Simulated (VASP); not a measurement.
# Hg (Pm-3m) in VASP: a series of runs

Runs on Hg. Level: PBE. Tasks: single point.

All numbers are computed with VASP 6.6.1; they aren't measurements. Logs are shortened: lines on timing, memory, paths and dates and some standing lists are left out, and cuts for length are marked.

## Step 1: The cell of the first run

The structure is cubic, space group Pm-3m (No. 221). Conventional cell: a = 3.151 Å, b = 3.151 Å, c = 3.151 Å, α = 90.00°, β = 90.00°, γ = 90.00°. Hg (site symmetry m-3m) has 6 Hg at 3.15 Å within 4.1 Å.

## Step 2: Single point, PBE

File INCAR:

```
SYSTEM = Hg
PREC     = Accurate       ! precision mode
ENCUT    = 520            ! plane-wave cutoff, eV
EDIFF    = 1E-6           ! SCF threshold, eV
ISMEAR   = -1             ! smearing method
SIGMA    = 0.06122561905347299 ! smearing width, eV
LREAL    = .False.        ! projectors in reciprocal space
LASPH    = .True.         ! aspherical terms in the spheres
NELM     = 100            ! most SCF steps
ALGO     = Normal         ! electronic algorithm
ISIF     = 2              ! what is computed and relaxed
LWAVE    = .False.        ! write WAVECAR
LCHARG   = .False.        ! write CHGCAR
GGA      = PE             ! functional
NBANDS   = 12             ! bands
```

File KPOINTS:

```
Automatic mesh
0
Gamma
  18 18 18
  0 0 0
```

File POSCAR:

```
Hg
1.0
    3.1508396380      0.0000000000      0.0000000000
    0.0000000000      3.1508396380      0.0000000000
    0.0000000000      0.0000000000      3.1508396380
Hg
1
Direct
    0.0000000000      0.0000000000      0.0000000000
```

Potentials or basis: VASP PAW PBE potentials, release 64 (Hg).

The run is started by

```console
cat potpaw_PBE.64/Hg/POTCAR > POTCAR
mpirun -np 1 vasp_std > vasp.out
```

OUTCAR:

```text
SYSTEM = Hg
   PREC = Accurate
   ENCUT = 520
   EDIFF = 1E-6
   ISMEAR = -1
   LREAL = .False.
   LASPH = .True.
   NELM = 100
   ISIF = 2
   GGA = PE

 ion  position               nearest neighbor table
   1  0.000  0.000  0.000-

  LATTYP: Found a simple cubic cell.
 ALAT       =     3.1508396380

  Lattice vectors:

 A1 = (   3.1508396380,   0.0000000000,   0.0000000000)
 A2 = (   0.0000000000,   3.1508396380,   0.0000000000)
 A3 = (   0.0000000000,   0.0000000000,   3.1508396380)

Analysis of symmetry for initial positions (statically):
=====================================================================
 Subroutine PRICEL returns:
 Original cell was already a primitive cell.

 Routine SETGRP: Setting up the symmetry group for a
 simple cubic supercell.

 Subroutine GETGRP returns: Found 48 space group operations
 (whereof 48 operations were pure point group operations)
 out of a pool of 48 trial point group operations.

The static configuration has the point symmetry O_h .

Analysis of symmetry for dynamics (positions and initial velocities):
=====================================================================
 Subroutine PRICEL returns:
 Original cell was already a primitive cell.

 Routine SETGRP: Setting up the symmetry group for a
 simple cubic supercell.

 Subroutine GETGRP returns: Found 48 space group operations
 (whereof 48 operations were pure point group operations)
 out of a pool of 48 trial point group operations.

The dynamic configuration has the point symmetry O_h .

 Subroutine INISYM returns: Found 48 space group operations
 (whereof 48 operations are pure point group operations),
 and found     1 'primitive' translations

----------------------------------------------------------------------------------------

                                     Primitive cell

  volume of cell :      31.2809

  direct lattice vectors                    reciprocal lattice vectors
     3.150839638  0.000000000  0.000000000     0.317375720  0.000000000  0.000000000
     0.000000000  3.150839638  0.000000000     0.000000000  0.317375720  0.000000000
     0.000000000  0.000000000  3.150839638     0.000000000  0.000000000  0.317375720

  length of vectors
     3.150839638  3.150839638  3.150839638     0.317375720  0.317375720  0.317375720

  position of ions in fractional coordinates (direct lattice)
     0.000000000  0.000000000  0.000000000

  ion indices of the primitive-cell ions
   primitive index   ion index
                 1           1

----------------------------------------------------------------------------------------

 KPOINTS: Automatic mesh

Automatic generation of k-mesh.
 Grid dimensions read from file:
 generate k-points for:   18   18   18

 Generating k-lattice:

  Cartesian coordinates                     Fractional coordinates (reciprocal lattice)
     0.017631984  0.000000000  0.000000000     0.055555556  0.000000000  0.000000000
     0.000000000  0.017631984  0.000000000     0.000000000  0.055555556  0.000000000
     0.000000000  0.000000000  0.017631984     0.000000000  0.000000000  0.055555556

  Length of vectors
     0.017631984  0.017631984  0.017631984

  Shift w.r.t. Gamma in fractional coordinates (k-lattice)
     0.000000000  0.000000000  0.000000000

 Subroutine IBZKPT returns following result:
 ===========================================

 Found    220 irreducible k-points:

 Following reciprocal coordinates:
            Coordinates               Weight
  0.000000  0.000000  0.000000      1.000000
  0.055556  0.000000  0.000000      6.000000
  0.111111  0.000000  0.000000      6.000000
  0.166667  0.000000  0.000000      6.000000
  0.222222  0.000000  0.000000      6.000000
  0.277778  0.000000  0.000000      6.000000
[... 16 lines left out ...]
  0.277778  0.111111  0.000000     24.000000
  0.333333  0.111111  0.000000     24.000000
 [... further k-points ...]
   k-points           NKPTS =    220   k-points in BZ     NKDIM =    220   number of bands    NBANDS=     12
   number of dos      NEDOS =    301   number of ions     NIONS =      1
   total plane-waves  NPLWV =  13824
   dimension x,y,z NGX =    24 NGY =   24 NGZ =   24
   dimension x,y,z NGXF=    48 NGYF=   48 NGZF=   48
   ions per type =               1
   NGX,Y,Z   is equivalent  to a cutoff of  12.66, 12.66, 12.66 a.u.
   NGXF,Y,Z  is equivalent  to a cutoff of  25.33, 25.33, 25.33 a.u.
 SYSTEM =  Hg
   PREC   = accura    normal or accurate (medium, high low for compatibility)
   ISTART =      0    job   : 0-new  1-cont  2-samecut
   ICHARG =      2    charge: 1-file 2-atom 10-const
   ISPIN  =      1    spin polarized calculation?
   LNONCOLLINEAR =      F non collinear calculations
   LSORBIT =      F    spin-orbit coupling
   LASPH  =      T    aspherical Exc in radial PAW
   ENCUT  =  520.0 eV  38.22 Ry    6.18 a.u.   5.86  5.86  5.86*2*pi/ulx,y,z
   NELM   =    100;   NELMIN=  2; NELMDL= -5     # of ELM steps
   EDIFF  = 0.1E-05   stopping-criterion for ELM
   LREAL  =      F    real-space projection
[... 7 lines left out ...]
   TEBEG  =    0.0;   TEEND  =   0.0 temperature during run
   PSTRESS=    0.0 pullay stress
   NELECT =      12.0000    total number of electrons
   NUPDOWN=      -1.0000    fix difference up-down
   EMIN   =  10.00;   EMAX   =-10.00  energy-range for DOS
   EFERMI =   0.00;   METHOD = LEGACY
   ISMEAR =    -1;   SIGMA  =   0.06  broadening in eV -4-tet -1-fermi 0-gaus
   EFERMI_NEDOS =   21; number of points for ismear=-14 and -15
   IALGO  =     38    algorithm
   IMIX   =      4    mixing-type and parameters
     AMIX     =   0.40;   BMIX     =  1.00
     AMIX_MAG =   1.60;   BMIX_MAG =  1.00
  volume/ion in A,a.u.               =      31.28       211.09
  Fermi-wavevector in a.u.,A,eV,Ry     =   1.189531  2.247887 19.252013  1.414983
  Thomas-Fermi vector in A             =   2.325636
   LORBIT       =      0    0 simple, 1 ext, 2 COOP (PROOUT), +10 PAW based schemes
   GGA     = PE    functional components
   LHFCALC =     F    Hartree Fock is set to
   AEXX    =    0.0000 exact exchange contribution
   IVDW    =     0    specifies the selected vdW correction
   LEPSILON=     F    determine dielectric tensor
   LRPA    =     F    only Hartree local field effects (RPA)
 non-spin polarized calculation
  energy-cutoff  :      520.00
  volume of cell :       31.28
 maximum number of plane-waves:       868
 NGX is ok and might be reduce to    24
   NGX = 11   NGY = 11   NGZ = 11

 number of electron      12.0000001 magnetization

 Free energy of the ion-electron system (eV)
  ---------------------------------------------------
  ext. energy  EPLUGINS =         0.00000000
  ---------------------------------------------------
  free energy    TOTEN  =        -0.16611450 eV

  energy without entropy =       -0.16213238  energy(sigma->0) =       -0.16412344

 E-fermi :   0.9606     XC(G=0):  -9.2635

 val. band max:        0.9551646321   @ k =   0.4444   0.1667   0.0000
 cond. band min:       0.9643645387   @ k =   0.5000   0.5000   0.0000
 fundamental gap:      0.0091999066
 Fermi energy:         0.9605540851

 k-point     1 :       0.0000    0.0000    0.0000
  band No.  band energies     occupation
      1      -6.4115      2.00000
      2      -6.4115      2.00000
      3      -6.3962      2.00000
      4      -4.8543      2.00000
      5      -4.8543      2.00000
      6      -4.8543      2.00000
      7      10.2599      0.00000
      8      10.2599      0.00000
      9      10.2599      0.00000
     10      13.2355      0.00000
     11      15.0361      0.00000
     12      15.0361      0.00000

 k-point     2 :       0.0556    0.0000    0.0000
  band No.  band energies     occupation
      1      -6.4077      2.00000
      2      -6.3978      2.00000
      3      -6.3311      2.00000
      4      -4.8696      2.00000
      5      -4.8696      2.00000
      6      -4.8530      2.00000
      7       9.6071      0.00000
      8      10.3286      0.00000
      9      10.3286      0.00000
     10      13.5413      0.00000
     11      15.0325      0.00000
     12      15.4720      0.00000

 k-point     3 :       0.1111    0.0000    0.0000
  band No.  band energies     occupation
      1      -6.3967      2.00000
      2      -6.3683      2.00000
      3      -6.1262      2.00000
      4      -4.9136      2.00000
      5      -4.9136      2.00000
      6      -4.8492      2.00000
      7       8.3096      0.00000
      8      10.5313      0.00000
      9      10.5313      0.00000
     10      13.8609      0.00000
     11      15.0219      0.00000
     12      16.7156      0.00000
[... 286 lines left out ...]
 k-point    23 :       0.2778    0.1111    0.0000
  band No.  band energies     occupation
      1      -6.2865      2.00000
      2      -6.0483      2.00000
      3      -5.2749      2.00000
      4      -5.1358      2.00000
      5      -4.8857      2.00000
      6      -4.5519      2.00000
      7       4.2799      0.00000
      8       9.6968      0.00000
      9      12.0832      0.00000
     10      14.8608      0.00000
     11      16.0375      0.00000
     12      18.8197      0.00000

 k-point    24 :       0.3333    0.1111    0.0000
  band No.  band energies     occupation
      1      -6.2613      2.00000
      2      -5.9917      2.00000
      3      -5.3378      2.00000
      4      -5.2116      2.00000
      5      -4.8780      2.00000
      6      -3.8750      2.00000
      7       2.9525      0.00000
      8      10.2259      0.00000
      9      12.6448      0.00000
     10      14.9503      0.00000
     11      15.3845      0.00000
     12      18.7765      0.00000

 [... further k-points ...]

------------------------ aborting loop because EDIFF is reached ----------------------------------------

  FORCE on cell =-STRESS in cart. coord.  units (eV):
  Direction    XX          YY          ZZ          XY          YZ          ZX
  --------------------------------------------------------------------------------------
  -------------------------------------------------------------------------------------
  Total       -0.0826571     -0.0826571     -0.0826571      0.0000000      0.0000000     -0.0000000
  in kB       -4.2336175     -4.2336175     -4.2336175      0.0000000      0.0000000     -0.0000000
  external PRESSURE =      -4.2336175 kB  Pullay stress =       0.0000000 kB

 VOLUME and BASIS-vectors are now :
 -----------------------------------------------------------------------------
  energy-cutoff  :      520.00
  volume of cell :       31.28
      direct lattice vectors                 reciprocal lattice vectors
     3.150839638  0.000000000  0.000000000     0.317375720  0.000000000  0.000000000
     0.000000000  3.150839638  0.000000000     0.000000000  0.317375720  0.000000000
     0.000000000  0.000000000  3.150839638     0.000000000  0.000000000  0.317375720

 POSITION                                       TOTAL-FORCE (eV/Angst)
 -----------------------------------------------------------------------------------
      0.00000      0.00000      0.00000         0.000000      0.000000      0.000000
 -----------------------------------------------------------------------------------
    total drift:                                0.000000     -0.000000     -0.000000

  FREE ENERGIE OF THE ION-ELECTRON SYSTEM (eV)
  ---------------------------------------------------
  free  energy   TOTEN  =        -0.1661145010 eV

  energy  without entropy=       -0.1621323803  energy(sigma->0) =       -0.16412344
```

It took 21 s on 1 thread of AMD EPYC 9R45 (Zen 5), shared host; peak memory 0.17 GiB.

What came out:

```
Free energy            : -0.1661 eV
Pressure               : -0.4 GPa
Band gap on the k mesh : zero (band 6 reaches 4.22 eV, above the bottom of band 7 at -0.13 eV)
```

Caveat: spin-orbit coupling is left out, which moves the levels of the heavy elements.

## Step 3: Single point, PBE

This run uses another cell than the first one, of 31.88 Å³/atom, 1.019 times its volume.

Edit INCAR of step 2 so:

```diff
@@ -8,3 +8,3 @@
 LASPH    = .True.         ! aspherical terms in the spheres
-NELM     = 100            ! most SCF steps
+NELM     = 60             ! most SCF steps
 ALGO     = Normal         ! electronic algorithm
```

KPOINTS is that of step 2.

File POSCAR:

```
Hg
1.0
    3.1709092214      0.0000000000      0.0000000000
    0.0000000000      3.1709092214      0.0000000000
    0.0000000000      0.0000000000      3.1709092214
Hg
1
Direct
    0.0000000000      0.0000000000      0.0000000000
```

Potentials or basis: VASP PAW PBE potentials, release 64 (Hg).

The run is started by

```console
cat potpaw_PBE.64/Hg/POTCAR > POTCAR
mpirun -np 1 vasp_std > vasp.out
```

OUTCAR:

```text
SYSTEM = Hg
   PREC = Accurate
   ENCUT = 520
   EDIFF = 1E-6
   ISMEAR = -1
   LREAL = .False.
   LASPH = .True.
   NELM = 60
   ISIF = 2
   GGA = PE

 ion  position               nearest neighbor table
   1  0.000  0.000  0.000-

  LATTYP: Found a simple cubic cell.
 ALAT       =     3.1709092214

  Lattice vectors:

 A1 = (   3.1709092214,   0.0000000000,   0.0000000000)
 A2 = (   0.0000000000,   3.1709092214,   0.0000000000)
 A3 = (   0.0000000000,   0.0000000000,   3.1709092214)

[... 536 lines left out ...]
     11      15.1358      0.00000
     12      18.4734      0.00000

 [... further k-points ...]

------------------------ aborting loop because EDIFF is reached ----------------------------------------

  FORCE on cell =-STRESS in cart. coord.  units (eV):
  Direction    XX          YY          ZZ          XY          YZ          ZX
  --------------------------------------------------------------------------------------
  -------------------------------------------------------------------------------------
  Total       -0.1094597     -0.1094597     -0.1094597      0.0000000      0.0000000     -0.0000000
  in kB       -5.5006427     -5.5006427     -5.5006427      0.0000000      0.0000000     -0.0000000
  external PRESSURE =      -5.5006427 kB  Pullay stress =       0.0000000 kB

 VOLUME and BASIS-vectors are now :
 -----------------------------------------------------------------------------
  energy-cutoff  :      520.00
  volume of cell :       31.88
      direct lattice vectors                 reciprocal lattice vectors
     3.170909221  0.000000000  0.000000000     0.315366959  0.000000000  0.000000000
     0.000000000  3.170909221  0.000000000     0.000000000  0.315366959  0.000000000
     0.000000000  0.000000000  3.170909221     0.000000000  0.000000000  0.315366959

 POSITION                                       TOTAL-FORCE (eV/Angst)
 -----------------------------------------------------------------------------------
      0.00000      0.00000      0.00000         0.000000      0.000000      0.000000
 -----------------------------------------------------------------------------------
    total drift:                               -0.000000     -0.000000      0.000000

  FREE ENERGIE OF THE ION-ELECTRON SYSTEM (eV)
  ---------------------------------------------------
  free  energy   TOTEN  =        -0.1645515103 eV

  energy  without entropy=       -0.1605212993  energy(sigma->0) =       -0.16253640
```

stdout:

```text
POSCAR found type information on POSCAR Hg
 POSCAR found :  1 types and       1 ions
 scaLAPACK will be used
 LDA part: xc-table for (Slater+PW92), standard interpolation
 POSCAR, INCAR and KPOINTS ok, starting setup
 FFT: planning ... GRIDC
 FFT: planning ... GRID_SOFT
 FFT: planning ... GRID
 WAVECAR not read
 entering main loop
```

Run time: 21 s. Hardware: 1 thread of AMD EPYC 9R45 (Zen 5), shared host; peak memory 0.17 GiB.

Results:

* Free energy: -0.1646 eV
* Pressure: -0.6 GPa
* Band gap on the k mesh: zero (band 6 reaches 3.94 eV, above the bottom of band 7 at -0.16 eV)

Caveat: spin-orbit coupling is left out, which moves the levels of the heavy elements.

## Step 4: Single point, PBE

This run uses another cell than the first one, of 28.27 Å³/atom, 0.904 times its volume.

File INCAR:

```
SYSTEM = Hg
PREC = Accurate ; ENCUT = 520
EDIFF = 1E-6 ; ISMEAR = -1
SIGMA = 0.06122561905347299 ; LREAL = .FALSE.
LASPH = .TRUE. ; NELM = 60
ALGO = Normal ; ISIF = 2
LWAVE = .FALSE. ; LCHARG = .FALSE.
GGA = PE ; NBANDS = 12
```

File KPOINTS:

```
regular mesh
0
G
  12 12 12
  0 0 0
```

File POSCAR:

```
Hg
1.0
    3.0464295436      0.0000000000      0.0000000000
    0.0000000000      3.0464295436      0.0000000000
    0.0000000000      0.0000000000      3.0464295436
Hg
1
Direct
    0.0000000000      0.0000000000      0.0000000000
```

The run is started by

```console
cat potpaw_PBE.64/Hg/POTCAR > POTCAR
mpirun -np 1 vasp_std > vasp.out
```

Wall time 5.4 s (1 thread of Intel Xeon 6975P-C (Granite Rapids), shared host); peak memory 0.15 GiB.

It converged, with:

```
Free energy            : -0.1573 eV
Pressure               : 1.1 GPa
Band gap on the k mesh : zero (band 6 reaches 5.79 eV, above the bottom of band 7 at 0.08 eV)
```

Levels at points of the mesh, in eV from the Fermi level:
```
           k point  band 3  band 4  band 5  band 6  band 7  band 8  band 9  band 10
(0.00, 0.00, 0.00)   -7.83   -5.92   -5.92   -5.92    9.78    9.78    9.78    13.07
(0.50, 0.00, 0.00)   -6.51   -6.51   -5.86   -2.86   -1.53   13.41   13.41    14.21
(0.50, 0.50, 0.00)   -6.42   -6.42   -5.36    0.43    1.53    1.53    7.19    17.36
(0.50, 0.50, 0.50)   -7.34   -5.32   -5.32    4.18    4.64    4.64    4.64     8.70
```

Caveat: spin-orbit coupling is left out, which moves the levels of the heavy elements.

## Step 5: The runs side by side

```tsv
cell	k mesh	gap on the mesh (eV)	pressure (GPa)
a = 3.151 Å, 1 atom	18 × 18 × 18	none	-0.4
a = 3.171 Å, 1 atom	18 × 18 × 18	none	-0.6
a = 3.046 Å, 1 atom	12 × 12 × 12	none	1.1
```

Alike in all rows: task single point; level PBE; potentials or basis VASP PAW PBE potentials, release 64 (Hg); no spin polarisation; cutoff (eV) 520; smearing fermi-dirac 0.0612256 eV.

Caveats: spin-orbit coupling is left out, which moves the levels of the heavy elements.

Total energies depend on the potentials used, so only differences within one code and one set of settings carry meaning.
